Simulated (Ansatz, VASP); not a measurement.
## Hf4Br in VASP and in Ansatz

Contents of INCAR:

```
SYSTEM = Hf4Br
PREC = Accurate
ENCUT = 600
EDIFF = 1E-6
ISMEAR = 0
SIGMA = 0.1
LREAL = .FALSE.
LASPH = .TRUE.
NELM = 100
ALGO = Normal
ISIF = 3
LWAVE = .FALSE.
LCHARG = .FALSE.
GGA = PE
IBRION = 2
NSW = 100
EDIFFG = -0.01
```

Contents of KPOINTS:

```
regular mesh
0
G
  10 10 4
  0 0 0
```

POSCAR

```
Hf4Br
1.0
    3.6791008912      0.0000000000      0.0000000000
    0.0000000000      3.6791008912      0.0000000000
    0.0000000000      0.0000000000      9.3097114196
Hf Br
4 1
Direct
    0.0000000000      0.0000000000      0.5000000000
    0.5000000000      0.5000000000      0.0000000000
    0.5000000000      0.5000000000      0.6712913565
    0.5000000000      0.5000000000      0.3287086435
    0.0000000000      0.0000000000      0.0000000000
```

Input for Ansatz:

```yaml
crystal:
  lattice:
    - [3.6791008912, 0.0, 0.0]
    - [0.0, 3.6791008912, 0.0]
    - [0.0, 0.0, 9.3097114196]
  atoms:
    - { symbol: Hf, position: [0.0, 0.0, 0.5] }
    - { symbol: Hf, position: [0.5, 0.5, 0.0] }
    - { symbol: Hf, position: [0.5, 0.5, 0.6712913565] }
    - { symbol: Hf, position: [0.5, 0.5, 0.3287086435] }
    - { symbol: Br, position: [0.0, 0.0, 0.0] }
basis:
  ecutwfc: 420
kpoints:
  mp_grid: { grid: [10, 10, 4] }
hamiltonian:
  xc: pbe
scf:
  occupations: { method: gaussian, width: 0.1 }
output:
  forces: true
  stress: true
  eigenvalues: true
relax:
  adjacent_minimum: "off"
  f_tol: 0.01
  max_steps: 80
  cell: { stress_tol: 0.05 }
```

Alike in both runs: task relaxation of cell and atoms; functional PBE; k mesh 10 × 10 × 4; occupations gaussian, width 0.1 eV; no spin polarisation.

|  | VASP | Ansatz |
| --- | --- | --- |
| version | VASP 6.6.1 | Ansatz 0.2.0 |
| potentials or method | VASP PAW PBE potentials, release 64 (Hf_pv, Br), cutoff 600 eV | scalar-relativistic, plane waves, PAW |
| valence electrons in the cell | 47 | 111 |

|  | VASP | Ansatz | Ansatz less VASP |
| --- | --- | --- | --- |
| gap on the k mesh at the Fermi level, each at its own relaxed structure (eV) | none | none | - |
| relaxed volume (Å³/atom) | 25.17 | 25.27 | +0.101 |
| relaxed length of the cell vector where the two differ most in proportion (Å) | 3.662 | 3.669 | +0.0064 |

A gap of «none» marks a metal or a gap that the smearing closes. VASP's potentials hold 47 valence electrons a cell and Ansatz's 111, so a difference there can come from the potentials and not from the codes.

Neither program's run includes spin-orbit coupling.
